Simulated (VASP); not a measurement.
# InSb3: single point with PBEsol

Crystal: InSb3.

```xyz
4
Lattice="4.7285 0.0551 0.0551 0.0551 4.7285 0.0551 0.0551 0.0551 4.7285" Properties=species:S:1:pos:R:3 pbc="T T T"
In    0.0000    0.0000    0.0000
Sb    2.3918    0.0551    2.3918
Sb    0.0551    2.3918    2.3918
Sb    2.3918    2.3918    0.0551
```

```
Program                : VASP 6.6.1
Task                   : single point
Functional             : PBEsol
Potentials or basis    : VASP PAW PBE potentials, release 64 (In_d, Sb)
Cutoff                 : 520 eV
k mesh                 : 8 × 8 × 8
Occupations            : gaussian, width 0.15 eV
Spin                   : no spin polarisation
Dipole correction      : no
Further INCAR settings : ALGO = Normal; EDIFF = 1e-06; NBANDS = 22
```

The pressure is 0.1 GPa. The band gap on the k mesh is zero (bands 14 and 15 overlap by 4.64 eV).

Stress tensor (GPa, compression positive):
```
 0.10 -0.52 -0.52
-0.52  0.10 -0.52
-0.52 -0.52  0.10
```

Levels at points of the mesh, in eV from the Fermi level:
```csv
k point,band 12,band 13,band 14,band 15,band 16,band 17
"(0.00, 0.00, 0.00)",-3.59,0.32,0.32,0.78,1.55,1.97
"(0.50, 0.00, 0.00)",-2.29,-2.15,-1.17,-0.92,2.02,2.29
"(0.50, 0.50, 0.00)",-1.64,-1.35,-1.25,-1.07,-0.32,1.00
"(0.50, 0.50, 0.50)",-5.21,-4.90,3.58,3.58,3.84,4.02
```

Wall time 2 min on 1 thread of Intel Xeon 8259CL (shared host), peak memory 0.3 GiB.

Caveat: the PAW data sets were made with another functional, which shifts forces and pressure a little; spin-orbit coupling is left out, which moves the levels of the heavy elements.
